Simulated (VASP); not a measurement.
Al2Cl:

```
CELL_PARAMETERS angstrom
3.78917 0.00000 0.00000
0.00000 3.78917 0.00000
0.00000 0.00000 4.76684
ATOMIC_POSITIONS crystal
Al 0.49998 0.00236 0.34835
Al 0.99378 0.48434 0.34104
Cl 0.99496 0.99427 0.39045
```

Base run:

* Program: VASP 6.6.1
* Functional: PBE
* Potentials or basis: VASP PAW PBE potentials, release 64 (Al, Cl)
* Cutoff: 520 eV
* k mesh: 12 × 12 × 9
* Occupations: methfessel-paxton, width 0.1 eV
* Spin: no spin polarisation

Its results: band gap on the k mesh zero (an odd number of electrons rules out a gap without spin polarisation); pressure 50.6 GPa; largest force 5.153 eV/Å.

Problem. The run is repeated on the same cell with these changes: k mesh from 12 × 12 × 9 to 6 × 6 × 5; further incar settings from ALGO = Normal; EDIFF = 1e-07; NBANDS = 14 to ALGO = Normal; EDIFF = 1e-06; NBANDS = 14. What comes out?

Solution. Band gap on the k mesh zero (an odd number of electrons rules out a gap without spin polarisation); pressure 51.4 GPa; largest force 5.066 eV/Å.

Caveats: the cell stands under pressure; an odd number of electrons without spin polarisation forces a metal; a magnetic or distorted state may lie lower.
